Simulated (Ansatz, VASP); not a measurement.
Given: the input of a run of VASP 6.6.1 on AlNi.

INCAR

```
SYSTEM = AlNi
PREC     = Accurate       ! precision mode
ENCUT    = 520            ! plane-wave cutoff, eV
EDIFF    = 1E-7           ! SCF threshold, eV
ISMEAR   = -1             ! smearing method
SIGMA    = 0.05           ! smearing width, eV
LREAL    = .False.        ! projectors in reciprocal space
LASPH    = .True.         ! aspherical terms in the spheres
NELM     = 150            ! most SCF steps
ALGO     = Normal         ! electronic algorithm
ISIF     = 2              ! what is computed and relaxed
LWAVE    = .False.        ! write WAVECAR
LCHARG   = .True.         ! write CHGCAR
ISPIN    = 2              ! spin polarisation
MAGMOM   = 1 0            ! initial moments
LORBIT   = 11             ! projections on sites
LMAXMIX  = 4              ! l up to which the mixer works
LELF     = .True.         ! ELF
LVHAR    = .True.       
NBANDS   = 18             ! bands
```

Contents of KPOINTS:

```
Automatic mesh
0
Gamma
  10 10 9
  0 0 0
```

POSCAR

```
AlNi
1.0
    1.9767172612     -1.9914977216      0.0000000000
    1.9767172612      1.9914977216      0.0000000000
    0.0000000000      0.0000000000      3.1602186123
Ni Al
1 1
Direct
    0.5000000000      0.5000000000      0.5000000000
    0.0000000000      0.0000000000      0.0000000000
```

Potentials or basis: VASP PAW LDA potentials, release 64 (Ni, Al).

Command:

```bash
$ cat potpaw_LDA.64/Ni/POTCAR potpaw_LDA.64/Al/POTCAR > POTCAR
$ mpirun -np 1 vasp_std > vasp.out
```

Question: Set up the same calculation for Ansatz 0.2.0. Potentials there: Ansatz PAW.

Answer: As run (the cutoff follows the program's own potentials):

The input input.yaml:

```yaml
crystal:
  lattice:
    - [1.9767172612, -1.9914977216, 0.0]
    - [1.9767172612, 1.9914977216, 0.0]
    - [0.0, 0.0, 3.1602186123]
  atoms:
    - { symbol: Ni, position: [0.5, 0.5, 0.5], spin: 1.0 }
    - { symbol: Al, position: [0.0, 0.0, 0.0] }
hamiltonian:
  xc: lda
  pseudopotentials: { kind: paw }
magnetization:
  spin_polarized: true
kpoints:
  mp_grid: { grid: [10, 10, 9] }
scf:
  occupations: { method: fermi_dirac, width: 0.05 }
output:
  forces: true
  stress: true
  eigenvalues: true
```

Potentials or basis: Ansatz PAW.

Run with:

```console
$ ansatz run input.yaml --threads 2 --pin off --max-ram 5632MiB --backend cpu --events-out ev --progress --plain --runs-dir out
```

Both were run:

|  | VASP | Ansatz | Ansatz less VASP |
| --- | --- | --- | --- |
| gap on the k mesh at the Fermi level (eV) | none | none | - |
| pressure (GPa) | -13.0 | -13.3 | -0.27 |
| traceless stress, the component that is largest in VASP (GPa) | -4.17 | -4.04 | +0.128 |
| net moment per atom (μB) | 0.00 | 0.00 | 0.000 |

LDA's correlation is that of Perdew and Zunger in VASP and of Perdew and Wang (1992) in Ansatz. A gap of «none» marks a metal or a gap that the smearing closes. VASP's potentials hold 13 valence electrons a cell and Ansatz's 21, so a difference there can come from the potentials and not from the codes.
